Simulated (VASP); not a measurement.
## BiTe: single point with BLYP+D3(BJ)

Crystal: BiTe.

```
CELL_PARAMETERS angstrom
0.00000 3.19513 3.19513
3.19513 0.00000 3.19513
3.19513 3.19513 0.00000
ATOMIC_POSITIONS crystal
Bi 0.50000 0.50000 0.50000
Te 0.00000 0.00000 0.00000
```

This cell differs from its parent crystal: volume scaled by 0.98.

```
Program                : VASP 6.6.1
Task                   : single point
Functional             : BLYP
Dispersion             : D3(BJ)
Potentials or basis    : VASP PAW PBE potentials, release 64 (Bi_d, Te)
Cutoff                 : 520 eV
k mesh                 : 6 × 6 × 6
Occupations            : gaussian, width 0.05 eV
Spin                   : no spin polarisation
Dipole correction      : no
Further INCAR settings : ALGO = Normal; EDIFF = 1e-06; NBANDS = 18
```

```json
{
 "Pressure": "1.2 GPa",
 "Dispersion energy per atom": "-1.116 eV"
}
```

Levels at points of the mesh, in eV from the Fermi level:
| k point | band 7 | band 8 | band 9 | band 10 | band 11 | band 12 | band 13 | band 14 |
| --- | --- | --- | --- | --- | --- | --- | --- | --- |
| (0.00, 0.00, 0.00) | -7.97 | -2.56 | -2.56 | -2.56 | 2.28 | 2.28 | 2.28 | 4.94 |
| (0.50, 0.00, 0.00) | -11.32 | -1.88 | -1.88 | -1.43 | -0.64 | -0.57 | -0.57 | 7.81 |
| (0.50, 0.50, 0.00) | -9.92 | -5.72 | -4.06 | -4.06 | 2.54 | 3.79 | 3.79 | 5.25 |

It took 26 s on 1 thread of Intel(R) Xeon(R) Platinum 8488C (Sapphire Rapids), on a shared host, peak memory 0.2 GiB.

Caveat: the PAW data sets were made with another functional, which shifts forces and pressure a little; spin-orbit coupling is left out, which moves the levels of the heavy elements; pairwise dispersion overbinds metals, which lowers pressure and volume.
